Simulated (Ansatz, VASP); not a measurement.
## SrO in VASP and in Ansatz

INCAR

```
SYSTEM = SrO
PREC = Accurate
ENCUT = 520
EDIFF = 1E-7
ISMEAR = -1
SIGMA = 0.02
LREAL = .False.
LASPH = .True.
NELM = 80
ALGO = Normal
ISIF = 2
LWAVE = .False.
LCHARG = .False.
GGA = PE
NBANDS = 15
```

Contents of KPOINTS:

```
Automatic mesh
0
Gamma
  8 8 8
  0 0 0
```

Contents of POSCAR:

```
SrO
1.0
    0.0000000000      2.4766966334      2.4766966334
    2.4766966334      0.0000000000      2.4766966334
    2.4766966334      2.4766966334      0.0000000000
Sr O
1 1
Direct
    0.0000000000      0.0000000000      0.0000000000
    0.5000000000      0.5000000000      0.5000000000
```

Input for Ansatz:

```yaml
crystal:
  lattice:
    - [0.0, 2.4766966334, 2.4766966334]
    - [2.4766966334, 0.0, 2.4766966334]
    - [2.4766966334, 2.4766966334, 0.0]
  atoms:
    - { symbol: Sr, position: [0.0, 0.0, 0.0] }
    - { symbol: O, position: [0.5, 0.5, 0.5] }
kpoints:
  mp_grid: { grid: [8, 8, 8] }
  band_path:
    path:
      - [0.0, 0.0, 0.0]
      - [0.5, 0.0, 0.5]
      - [0.625, 0.25, 0.625]
      - [0.375, 0.375, 0.75]
      - [0.5, 0.5, 0.5]
      - [0.5, 0.25, 0.75]
      - [0.0, 0.5, 0.5]
    npoints: 1
hamiltonian:
  xc: pbe
scf:
  occupations: { method: fermi_dirac, width: 0.02 }
  n_extra_bands: 4
output:
  forces: true
  stress: true
  eigenvalues: true
```

Change from the starting cell: hydrostatic strain -4.0%.

Alike in both runs: task single point; functional PBE; k mesh 8 × 8 × 8; occupations fermi-dirac, width 0.02 eV; no spin polarisation.

```csv
,VASP,Ansatz
version,VASP 6.6.1,Ansatz 0.2.0
potentials or method,"VASP PAW PBE potentials, release 64 (Sr_sv, O)","plane waves, PAW"
plane-wave cutoff (eV),520,420
valence electrons in the cell,16,16
```

Ansatz gave:

```
gap on the k mesh at the Fermi level (eV) : 3.21
pressure (GPa)                            : 16.6
```

**Question.** Estimate VASP's values.

**Answer.** gap on the k mesh at the Fermi level (eV): 3.16; pressure (GPa): 17.6.
